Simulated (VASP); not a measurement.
# TiO2 (P4_2/mnm) in VASP: a series of runs

TiO2 is run at these levels: r2SCAN; tasks: single point.

Everything below comes from runs of VASP 6.6.1. Logs are shortened: lines on timing, memory, paths and dates and some standing lists are left out, and cuts for length are marked.

### 1 The cell of the first run

It takes space group P4_2/mnm (No. 136, tetragonal). Conventional cell: a = 4.524 Å, b = 4.524 Å, c = 2.931 Å, α = 90.00°, β = 90.00°, γ = 90.00°. Within 2.6 Å of Ti (site symmetry mmm) lie 6 O at 1.93 to 1.94 Å. O (site symmetry m2m) has 3 Ti at 1.93 to 1.94 Å and 1 O at 2.52 Å within 2.6 Å.

### 2 Single point, r2SCAN

POSCAR reads:

```
TiO2
1.0
    4.5243754496      0.0000000000      0.0000000000
    0.0000000000      4.5243754496      0.0000000000
    0.0000000000      0.0000000000      2.9309898249
Ti O
2 4
Direct
    0.0000000000      0.0000000000      0.0000000000
    0.5000000000      0.5000000000      0.5000000000
    0.3033968041      0.3033968041      0.0000000000
    0.1966031959      0.8033968041      0.5000000000
    0.6966031959      0.6966031959      0.0000000000
    0.8033968041      0.1966031959      0.5000000000
```

INCAR.step1 reads:

```
PREC     = Accurate       # precision mode
ENCUT    = 520            # plane-wave cutoff, eV
ISMEAR   = 0              # smearing method
SIGMA    = 0.01           # smearing width, eV
LREAL    = F              # projectors in reciprocal space
LASPH    = T              # aspherical terms in the spheres
NELM     = 100            # most SCF steps
NBANDS   = 33             # bands
GGA      = PE             # functional
ALGO     = Normal         # electronic algorithm
EDIFF    = 1E-4           # SCF threshold, eV
LWAVE    = T              # write WAVECAR
LCHARG   = F              # write CHGCAR
```

INCAR.step2 reads:

```
PREC     = Accurate       # precision mode
ENCUT    = 520            # plane-wave cutoff, eV
EDIFF    = 1E-6           # SCF threshold, eV
ISMEAR   = 0              # smearing method
SIGMA    = 0.01           # smearing width, eV
LREAL    = F              # projectors in reciprocal space
LASPH    = T              # aspherical terms in the spheres
NELM     = 100            # most SCF steps
ALGO     = Normal         # electronic algorithm
ISIF     = 2              # what is computed and relaxed
LWAVE    = F              # write WAVECAR
LCHARG   = F              # write CHGCAR
METAGGA  = R2SCAN         # meta-GGA
LMIXTAU  = T            
NBANDS   = 33             # bands
ISTART   = 1
```

KPOINTS reads:

```
regular mesh
0
Gamma
  4 4 6
```

Potentials or basis: VASP PAW PBE potentials, release 64 (Ti_sv, O).

Command:

```
$ cat potpaw_PBE.64/Ti_sv/POTCAR potpaw_PBE.64/O/POTCAR > POTCAR
$ cp INCAR.step1 INCAR
$ mpirun -np 1 vasp_std > vasp.out
$ cp INCAR.step2 INCAR
$ mpirun -np 1 vasp_std > vasp.out
```

OUTCAR:

```text
PREC = Accurate
   ENCUT = 520
   EDIFF = 1E-6
   ISMEAR = 0
   LREAL = F
   LASPH = T
   NELM = 100
   ISIF = 2
   METAGGA = R2SCAN
   ISTART = 1

 ion  position               nearest neighbor table
   1  0.000  0.000  0.000-   4 1.93   6 1.93   4 1.93   6 1.93   5 1.94   3 1.94
   2  0.500  0.500  0.500-   3 1.93   5 1.93   3 1.93   5 1.93   4 1.94   6 1.94
   3  0.303  0.303  0.000-   2 1.93   2 1.93   1 1.94
   4  0.197  0.803  0.500-   1 1.93   1 1.93   2 1.94
   5  0.697  0.697  0.000-   2 1.93   2 1.93   1 1.94
   6  0.803  0.197  0.500-   1 1.93   1 1.93   2 1.94

  LATTYP: Found a simple tetragonal cell.
 ALAT       =     4.5243754496
 C/A-ratio  =     0.6478219718

  Lattice vectors:

 A1 = (   4.5243754496,   0.0000000000,   0.0000000000)
 A2 = (   0.0000000000,   4.5243754496,   0.0000000000)
 A3 = (   0.0000000000,   0.0000000000,   2.9309898249)

Analysis of symmetry for initial positions (statically):
=====================================================================
 Subroutine PRICEL returns:
 Original cell was already a primitive cell.

 Routine SETGRP: Setting up the symmetry group for a
 simple tetragonal supercell.

 Subroutine GETGRP returns: Found 16 space group operations
 (whereof  8 operations were pure point group operations)
 out of a pool of 16 trial point group operations.

The static configuration has the point symmetry D_2h.
 The point group associated with its full space group is D_4h.

Analysis of symmetry for dynamics (positions and initial velocities):
=====================================================================
 Subroutine PRICEL returns:
 Original cell was already a primitive cell.

 Routine SETGRP: Setting up the symmetry group for a
 simple tetragonal supercell.

 Subroutine GETGRP returns: Found 16 space group operations
 (whereof  8 operations were pure point group operations)
 out of a pool of 16 trial point group operations.

The dynamic configuration has the point symmetry D_2h.
 The point group associated with its full space group is D_4h.

 Subroutine INISYM returns: Found 16 space group operations
 (whereof  8 operations are pure point group operations),
 and found     1 'primitive' translations

----------------------------------------------------------------------------------------

                                     Primitive cell

  volume of cell :      59.9973

  direct lattice vectors                    reciprocal lattice vectors
     4.524375450  0.000000000  0.000000000     0.221024981  0.000000000  0.000000000
     0.000000000  4.524375450  0.000000000     0.000000000  0.221024981  0.000000000
     0.000000000  0.000000000  2.930989825     0.000000000  0.000000000  0.341181669

  length of vectors
     4.524375450  4.524375450  2.930989825     0.221024981  0.221024981  0.341181669

  position of ions in fractional coordinates (direct lattice)
     0.000000000  0.000000000  0.000000000
     0.500000000  0.500000000  0.500000000
     0.303396804  0.303396804  0.000000000
     0.196603196  0.803396804  0.500000000
     0.696603196  0.696603196  0.000000000
     0.803396804  0.196603196  0.500000000

  ion indices of the primitive-cell ions
   primitive index   ion index
                 1           1
                 2           2
                 3           3
                 4           4
                 5           5
                 6           6

----------------------------------------------------------------------------------------

 KPOINTS: regular mesh

Automatic generation of k-mesh.
 Grid dimensions read from file:
 generate k-points for:    4    4    6

 Generating k-lattice:

  Cartesian coordinates                     Fractional coordinates (reciprocal lattice)
     0.055256245  0.000000000  0.000000000     0.250000000  0.000000000  0.000000000
     0.000000000  0.055256245  0.000000000     0.000000000  0.250000000  0.000000000
     0.000000000  0.000000000  0.056863611     0.000000000  0.000000000  0.166666667

  Length of vectors
     0.055256245  0.055256245  0.056863611

  Shift w.r.t. Gamma in fractional coordinates (k-lattice)
     0.000000000  0.000000000  0.000000000

 Subroutine IBZKPT returns following result:
 ===========================================

 Found     24 irreducible k-points:

 Following reciprocal coordinates:
            Coordinates               Weight
  0.000000  0.000000  0.000000      1.000000
  0.250000  0.000000  0.000000      4.000000
  0.500000  0.000000  0.000000      2.000000
  0.250000  0.250000  0.000000      4.000000
  0.500000  0.250000  0.000000      4.000000
  0.500000  0.500000  0.000000      1.000000
[... 16 lines left out ...]
  0.500000  0.250000  0.500000      4.000000
  0.500000  0.500000  0.500000      1.000000
   k-points           NKPTS =     24   k-points in BZ     NKDIM =     24   number of bands    NBANDS=     33
   number of dos      NEDOS =    301   number of ions     NIONS =      6
   total plane-waves  NPLWV =  31104
   dimension x,y,z NGX =    36 NGY =   36 NGZ =   24
   dimension x,y,z NGXF=    72 NGYF=   72 NGZF=   48
   ions per type =               2   4
   NGX,Y,Z   is equivalent  to a cutoff of  13.23, 13.23, 13.61 a.u.
   NGXF,Y,Z  is equivalent  to a cutoff of  26.46, 26.46, 27.23 a.u.
 SYSTEM =  unknown system
   PREC   = accura    normal or accurate (medium, high low for compatibility)
   ISTART =      1    job   : 0-new  1-cont  2-samecut
   ICHARG =      0    charge: 1-file 2-atom 10-const
   ISPIN  =      1    spin polarized calculation?
   LNONCOLLINEAR =      F non collinear calculations
   LSORBIT =      F    spin-orbit coupling
   LASPH  =      T    aspherical Exc in radial PAW
   ENCUT  =  520.0 eV  38.22 Ry    6.18 a.u.   8.41  8.41  5.45*2*pi/ulx,y,z
   NELM   =    100;   NELMIN=  2; NELMDL=  0     # of ELM steps
   EDIFF  = 0.1E-05   stopping-criterion for ELM
   LREAL  =      F    real-space projection
   EDIFFG = 0.1E-04   stopping-criterion for IOM
   NSW    =      0    number of steps for IOM
   IBRION =     -1    ionic relax: 0-MD 1-quasi-New 2-CG
   NFREE  =      0    steps in history (QN), initial steepest desc. (CG)
   ISIF   =      2    stress and relaxation
   ISYM   =      2    0-nonsym 1-usesym 2-fastsym
   POTIM  = 0.5000    time-step for ionic-motion
   TEBEG  =    0.0;   TEEND  =   0.0 temperature during run
   PSTRESS=    0.0 pullay stress
   NELECT =      48.0000    total number of electrons
   NUPDOWN=      -1.0000    fix difference up-down
   EMIN   =  10.00;   EMAX   =-10.00  energy-range for DOS
   EFERMI =   0.00;   METHOD = LEGACY
   ISMEAR =     0;   SIGMA  =   0.01  broadening in eV -4-tet -1-fermi 0-gaus
   EFERMI_NEDOS =   21; number of points for ismear=-14 and -15
   IALGO  =     38    algorithm
   IMIX   =      4    mixing-type and parameters
     AMIX     =   0.40;   BMIX     =  1.00
     AMIX_MAG =   1.60;   BMIX_MAG =  1.00
  volume/ion in A,a.u.               =      10.00        67.48
  Fermi-wavevector in a.u.,A,eV,Ry     =   1.519771  2.871950 31.425414  2.309703
  Thomas-Fermi vector in A             =   2.628711
   LORBIT       =      0    0 simple, 1 ext, 2 COOP (PROOUT), +10 PAW based schemes
   METAGGA = R2SCAN    functional components
   LHFCALC =     F    Hartree Fock is set to
   AEXX    =    0.0000 exact exchange contribution
   IVDW    =     0    specifies the selected vdW correction
   LEPSILON=     F    determine dielectric tensor
   LRPA    =     F    only Hartree local field effects (RPA)
 non-spin polarized calculation
 Gauss-broadening in eV      SIGMA  =   0.01
  energy-cutoff  :      520.00
  volume of cell :       60.00
 maximum number of plane-waves:      1634
 NGX is ok and might be reduce to    36
   NGX = 17   NGY = 17   NGZ = 11

 number of electron      47.9999992 magnetization

 Free energy of the ion-electron system (eV)
  ---------------------------------------------------
  ext. energy  EPLUGINS =         0.00000000
  ---------------------------------------------------
  free energy    TOTEN  =       -69.69880331 eV

  energy without entropy =      -69.69880331  energy(sigma->0) =      -69.69880331

 E-fermi :   5.0579     XC(G=0): -12.3905

 val. band max:        5.0059608704   @ k =   0.0000   0.0000   0.0000
 cond. band min:       7.2835436813   @ k =   0.0000   0.0000   0.0000
 fundamental gap:      2.2775828109
 Fermi energy:         5.0578833881

 k-point     1 :       0.0000    0.0000    0.0000
  band No.  band energies     occupation
      1     -54.0405      2.00000
      2     -54.0179      2.00000
      3     -29.3528      2.00000
      4     -29.3528      2.00000
      5     -29.1434      2.00000
      6     -29.1434      2.00000
[... 25 lines left out ...]
     32      12.2476      0.00000
     33      12.2476      0.00000

 k-point     2 :       0.2500    0.0000    0.0000
  band No.  band energies     occupation
      1     -54.0371      2.00000
      2     -54.0212      2.00000
      3     -29.3269      2.00000
      4     -29.3246      2.00000
      5     -29.1746      2.00000
      6     -29.1723      2.00000
[... 25 lines left out ...]
     32      12.0206      0.00000
     33      12.0625      0.00000

 k-point     3 :       0.5000    0.0000    0.0000
  band No.  band energies     occupation
      1     -54.0292      2.00000
      2     -54.0292      2.00000
      3     -29.2766      2.00000
      4     -29.2766      2.00000
      5     -29.2257      2.00000
      6     -29.2257      2.00000
[... 25 lines left out ...]
     32      11.8225      0.00000
     33      11.8394      0.00000

 k-point     4 :       0.2500    0.2500    0.0000
  band No.  band energies     occupation
      1     -54.0348      2.00000
      2     -54.0235      2.00000
      3     -29.3608      2.00000
      4     -29.2773      2.00000
      5     -29.2249      2.00000
      6     -29.1385      2.00000
[... 673 lines left out ...]
     32      11.6010      0.00000
     33      11.6097      0.00000

 k-point    23 :       0.5000    0.2500    0.5000
  band No.  band energies     occupation
      1     -53.9827      2.00000
      2     -53.9827      2.00000
      3     -29.6043      2.00000
      4     -29.6043      2.00000
      5     -29.1788      2.00000
      6     -29.1788      2.00000
[... 25 lines left out ...]
     32      10.8287      0.00000
     33      12.4936      0.00000

 k-point    24 :       0.5000    0.5000    0.5000
  band No.  band energies     occupation
      1     -53.9827      2.00000
      2     -53.9827      2.00000
      3     -29.5949      2.00000
      4     -29.5949      2.00000
      5     -29.1888      2.00000
      6     -29.1888      2.00000
[... 25 lines left out ...]
     32      11.5999      0.00000
     33      11.6434      0.00000

------------------------ aborting loop because EDIFF is reached ----------------------------------------

  FORCE on cell =-STRESS in cart. coord.  units (eV):
  Direction    XX          YY          ZZ          XY          YZ          ZX
  --------------------------------------------------------------------------------------
  -------------------------------------------------------------------------------------
  Total        4.2002152      4.2002152      4.4384082      0.0000000      0.0000000      0.0000000
  in kB      112.1632392    112.1632392    118.5239828      0.0000000      0.0000000      0.0000000
  external PRESSURE =     114.2834870 kB  Pullay stress =       0.0000000 kB

 VOLUME and BASIS-vectors are now :
 -----------------------------------------------------------------------------
  energy-cutoff  :      520.00
  volume of cell :       60.00
      direct lattice vectors                 reciprocal lattice vectors
     4.524375450  0.000000000  0.000000000     0.221024981  0.000000000  0.000000000
     0.000000000  4.524375450  0.000000000     0.000000000  0.221024981  0.000000000
     0.000000000  0.000000000  2.930989825     0.000000000  0.000000000  0.341181669

 POSITION                                       TOTAL-FORCE (eV/Angst)
 -----------------------------------------------------------------------------------
      0.00000      0.00000      0.00000         0.000000      0.000000      0.000000
      2.26219      2.26219      1.46549         0.000000      0.000000      0.000000
      1.37268      1.37268      0.00000        -0.019467     -0.019467      0.000000
      0.88951      3.63487      1.46549         0.019467     -0.019467      0.000000
      3.15169      3.15169      0.00000         0.019467      0.019467      0.000000
      3.63487      0.88951      1.46549        -0.019467      0.019467      0.000000
 -----------------------------------------------------------------------------------
    total drift:                                0.000000      0.000000      0.000000

  FREE ENERGIE OF THE ION-ELECTRON SYSTEM (eV)
  ---------------------------------------------------
  free  energy   TOTEN  =       -69.6988033109 eV

  energy  without entropy=      -69.6988033109  energy(sigma->0) =      -69.69880331
```

Wall time 4 min (1 thread of Intel Xeon 8259CL, shared host); peak memory 0.19 GiB.

Results:

* Free energy: -69.6988 eV
* Pressure: 11.4 GPa
* Largest force: 0.028 eV/Å
* Band gap on the k mesh: 2.28 eV

Forces in eV/Å, atoms in the order of the input:
```
Ti   0.000  0.000  0.000
Ti   0.000  0.000  0.000
O   -0.019 -0.019  0.000
O    0.019 -0.019  0.000
O    0.019  0.019  0.000
O   -0.019  0.019  0.000
```

Caveat: the cell stands under pressure; the PAW data sets were made with another functional, which shifts forces and pressure a little. r2SCAN opens gaps a little over a GGA but as a rule still falls short of measured ones.

### 3 Single point, r2SCAN

This run uses another cell than the first one, of 10.11 Å³/atom.

POSCAR reads:

```
TiO2
1.0
    4.5444052618      0.0000000000      0.0000000000
    0.0000000000      4.5444052618      0.0000000000
    0.0000000000      0.0000000000      2.9375852743
Ti O
2 4
Direct
    0.0000000000      0.0000000000      0.0000000000
    0.5000000000      0.5000000000      0.5000000000
    0.3036971188      0.3036971188      0.0000000000
    0.1963028812      0.8036971188      0.5000000000
    0.6963028812      0.6963028812      0.0000000000
    0.8036971188      0.1963028812      0.5000000000
```

INCAR.step1 reads:

```
SYSTEM = TiO2
ALGO     = Normal         ! electronic algorithm
EDIFF    = 1E-4           ! SCF threshold, eV
ENCUT    = 520            ! plane-wave cutoff, eV
GGA      = PE             ! functional
ISMEAR   = 0              ! smearing method
LASPH    = .True.         ! aspherical terms in the spheres
LCHARG   = .False.        ! write CHGCAR
LREAL    = .False.        ! projectors in reciprocal space
LWAVE    = .True.         ! write WAVECAR
NBANDS   = 33             ! bands
NELM     = 80             ! most SCF steps
PREC     = Accurate       ! precision mode
SIGMA    = 0.01           ! smearing width, eV
```

INCAR.step2 reads:

```
SYSTEM = TiO2
ALGO     = Normal         ! electronic algorithm
EDIFF    = 1E-6           ! SCF threshold, eV
ENCUT    = 520            ! plane-wave cutoff, eV
ISIF     = 2              ! what is computed and relaxed
ISMEAR   = 0              ! smearing method
ISTART   = 1            
LASPH    = .True.         ! aspherical terms in the spheres
LCHARG   = .True.         ! write CHGCAR
LELF     = .True.         ! ELF
LMIXTAU  = .True.       
LREAL    = .False.        ! projectors in reciprocal space
LVHAR    = .True.       
LWAVE    = .False.        ! write WAVECAR
METAGGA  = R2SCAN         ! meta-GGA
NBANDS   = 33             ! bands
NELM     = 80             ! most SCF steps
PREC     = Accurate       ! precision mode
SIGMA    = 0.01           ! smearing width, eV
```

KPOINTS reads:

```
k-points
0
Gamma
  4 4 6
  0 0 0
```

Potentials or basis: VASP PAW PBE potentials, release 64 (Ti_sv, O).

Command:

```
$ cat potpaw_PBE.64/Ti_sv/POTCAR potpaw_PBE.64/O/POTCAR > POTCAR
$ cp INCAR.step1 INCAR
$ mpirun -np 1 vasp_std > vasp.out
$ cp INCAR.step2 INCAR
$ mpirun -np 1 vasp_std > vasp.out
```

It took 3.7 min on 1 thread of Intel Xeon 8259CL, shared host; peak memory 0.2 GiB.

Results (log left out):

```yaml
Free_energy: -69.7407 eV
Pressure: 8.4 GPa
Largest_force: 0.029 eV/Å
Band_gap_on_the_k_mesh: 2.26 eV
```

Forces in eV/Å, atoms in the order of the input:
```
Ti   0.000  0.000  0.000
Ti   0.000  0.000  0.000
O   -0.020 -0.020  0.000
O    0.020 -0.020  0.000
O    0.020  0.020  0.000
O   -0.020  0.020  0.000
```

Stress tensor (GPa, compression positive):
```
8.17 0.00 0.00
0.00 8.17 0.00
0.00 0.00 8.84
```

Levels at points of the mesh, in eV from the valence-band top:
```tsv
k point	band 20	band 21	band 22	band 23	band 24	band 25	band 26	band 27	band 28	band 29
(0.00, 0.00, 0.00)	-2.16	-0.79	-0.51	-0.51	0.00	2.26	2.59	2.82	2.94	2.94
(0.50, 0.00, 0.00)	-3.25	-1.79	-1.79	-0.81	-0.81	2.98	2.98	3.52	3.52	4.05
(0.50, 0.50, 0.00)	-2.31	-1.44	-1.44	-1.16	-1.16	2.30	2.30	2.96	2.96	4.33
(0.00, 0.00, 0.50)	-2.93	-2.56	-2.56	-1.51	-1.51	3.45	3.45	3.67	3.67	4.16
(0.50, 0.00, 0.50)	-2.53	-2.14	-2.14	-1.15	-1.15	2.33	2.33	3.69	3.69	4.42
(0.50, 0.50, 0.50)	-2.90	-1.41	-1.41	-0.72	-0.72	3.05	3.05	3.68	3.68	3.72
```

Caveat: the cell stands under pressure; the PAW data sets were made with another functional, which shifts forces and pressure a little.

(Continued in part 2 of 2.)
